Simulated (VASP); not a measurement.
# Mg (Im-3m) in VASP: notebook, part 2 of 2

VASP 6.6.1. The steps go on from the part before.

### Step 4. Single point, PBE (volume scaled by 1.02)

The input, INCAR:

```
SYSTEM = Mg
PREC = Accurate ; ENCUT = 520
EDIFF = 1E-6 ; ISMEAR = -1
SIGMA = 0.05 ; LREAL = .FALSE.
LASPH = .TRUE. ; NELM = 60
ALGO = Normal ; ISIF = 2
LWAVE = .FALSE. ; LCHARG = .TRUE.
GGA = PE ; LELF = .TRUE.
LVHAR = .TRUE. ; NBANDS = 7
```

The input, KPOINTS:

```
Automatic mesh
0
G
  11 11 11
  0 0 0
```

The input, POSCAR:

```
Mg
1.0
   -1.7845050011      1.7845050011      1.7845050011
    1.7845050011     -1.7845050011      1.7845050011
    1.7845050011      1.7845050011     -1.7845050011
Mg
1
Direct
    0.0000000000      0.0000000000      0.0000000000
```

Potentials or basis: VASP PAW PBE potentials, release 64 (Mg).

Command:

```sh
> cat potpaw_PBE.64/Mg/POTCAR > POTCAR
> mpirun -np 1 vasp_std > vasp.out
```

OUTCAR:

```text
SYSTEM = Mg
   PREC = Accurate
   ENCUT = 520
   EDIFF = 1E-6
   ISMEAR = -1
   LREAL = .FALSE.
   LASPH = .TRUE.
   NELM = 60
   ISIF = 2
   GGA = PE

 ion  position               nearest neighbor table
   1  0.000  0.000  0.000-

  LATTYP: Found a body centered cubic cell.
 ALAT       =     3.5690100022

  Lattice vectors:

 A1 = (  -1.7845050011,   1.7845050011,   1.7845050011)
 A2 = (   1.7845050011,  -1.7845050011,   1.7845050011)
[... 418 lines left out ...]
      7      21.5851      0.00000

 [... further k-points ...]

------------------------ aborting loop because EDIFF is reached ----------------------------------------

  FORCE on cell =-STRESS in cart. coord.  units (eV):
  Direction    XX          YY          ZZ          XY          YZ          ZX
  --------------------------------------------------------------------------------------
  -------------------------------------------------------------------------------------
  Total        0.0074086      0.0074086      0.0074086      0.0000000      0.0000000      0.0000000
  in kB        0.5221976      0.5221976      0.5221976      0.0000000      0.0000000      0.0000000
  external PRESSURE =       0.5221976 kB  Pullay stress =       0.0000000 kB

 VOLUME and BASIS-vectors are now :
 -----------------------------------------------------------------------------
  energy-cutoff  :      520.00
  volume of cell :       22.73
      direct lattice vectors                 reciprocal lattice vectors
    -1.784505001  1.784505001  1.784505001     0.000000000  0.280189744  0.280189744
     1.784505001 -1.784505001  1.784505001     0.280189744  0.000000000  0.280189744
     1.784505001  1.784505001 -1.784505001     0.280189744  0.280189744  0.000000000

 POSITION                                       TOTAL-FORCE (eV/Angst)
 -----------------------------------------------------------------------------------
      0.00000      0.00000      0.00000         0.000000      0.000000      0.000000
 -----------------------------------------------------------------------------------
    total drift:                                0.000000      0.000000      0.000000

  FREE ENERGIE OF THE ION-ELECTRON SYSTEM (eV)
  ---------------------------------------------------
  free  energy   TOTEN  =        -1.4830396281 eV

  energy  without entropy=       -1.4805053322  energy(sigma->0) =       -1.48177248
```

OSZICAR:

```text
N       E                     dE             d eps       ncg     rms          rms(c)
DAV:   1    -0.894373531291E+00   -0.89437E+00   -0.83755E+02   861   0.200E+02
DAV:   2    -0.148955158219E+01   -0.59518E+00   -0.56564E+00  1064   0.109E+01
DAV:   3    -0.149158619383E+01   -0.20346E-02   -0.20341E-02   994   0.691E-01
DAV:   4    -0.149158852354E+01   -0.23297E-05   -0.23301E-05  1134   0.194E-02
DAV:   5    -0.149158853314E+01   -0.96010E-08   -0.91797E-08  1022   0.800E-04    0.685E-01
DAV:   6    -0.148754240489E+01    0.40461E-02   -0.29415E-04   889   0.125E-01    0.438E-01
DAV:   7    -0.148303217572E+01    0.45102E-02   -0.13684E-03   833   0.222E-01    0.250E-02
DAV:   8    -0.148304006485E+01   -0.78891E-05   -0.82351E-06  1197   0.176E-02    0.572E-03
DAV:   9    -0.148303962814E+01    0.43671E-06   -0.71770E-07   861   0.344E-03
   1 F= -.14830396E+01 E0= -.14817725E+01  d E =-.253430E-02
```

It took 4.7 s on 1 thread of Intel Xeon Platinum 8259CL at 2.50GHz (Skylake/Cascade Lake), shared host; peak memory 0.14 GiB.

Results:

- Free energy: -1.4830 eV
- Pressure: 0.1 GPa
- Band gap on the k mesh: zero (band 1 reaches 4.96 eV, above the bottom of band 2 at 1.93 eV)

### Step 5. Single point, PBE (volume scaled by 1.04)

The input, INCAR:

```
SYSTEM = Mg
  PREC = Accurate
  ENCUT = 520
  EDIFF = 1E-6
  ISMEAR = -1
  SIGMA = 0.05
  LREAL = .FALSE.
  LASPH = .TRUE.
  NELM = 60
  ALGO = Normal
  ISIF = 2
  LWAVE = .FALSE.
  LCHARG = .FALSE.
  GGA = PE
  NBANDS = 7
```

KPOINTS is that of step 4.

The input, POSCAR:

```
Mg
1.0
   -1.7960930206      1.7960930206      1.7960930206
    1.7960930206     -1.7960930206      1.7960930206
    1.7960930206      1.7960930206     -1.7960930206
Mg
1
Direct
    0.0000000000      0.0000000000      0.0000000000
```

Command:

```sh
> cat potpaw_PBE.64/Mg/POTCAR > POTCAR
> mpirun -np 1 vasp_std > vasp.out
```

It took 5.4 s on 1 thread of Intel Xeon Platinum 8259CL at 2.50GHz (Skylake/Cascade Lake), shared host; peak memory 0.13 GiB.

It converged, with:

```yaml
Free_energy: -1.4822 eV
Pressure: -0.6 GPa
Band_gap_on_the_k_mesh: zero (band 1 reaches 4.84 eV, above the bottom of band 2 at 1.83 eV)
```

Levels at points of the mesh, in eV from the Fermi level:
| k point | band 1 | band 2 | band 3 | band 4 |
| --- | --- | --- | --- | --- |
| (0.00, 0.00, 0.00) | -6.89 | 12.96 | 12.96 | 12.96 |

### Step 6. Summary

```tsv
cell	gap on the mesh (eV)	pressure (GPa)
a = 3.008 Å, angles 109.5°, 1 atom	none	3.6
a = 3.029 Å, angles 109.5°, 1 atom	none	2.6
a = 3.091 Å, angles 109.5°, 1 atom	none	0.1
a = 3.111 Å, angles 109.5°, 1 atom	none	-0.6
```

Alike in all rows: task single point; level PBE; potentials or basis VASP PAW PBE potentials, release 64 (Mg); no spin polarisation; k mesh 11 × 11 × 11; cutoff (eV) 520; smearing fermi-dirac 0.05 eV.

Total energies depend on the potentials used, so only differences within one code and one set of settings carry meaning.
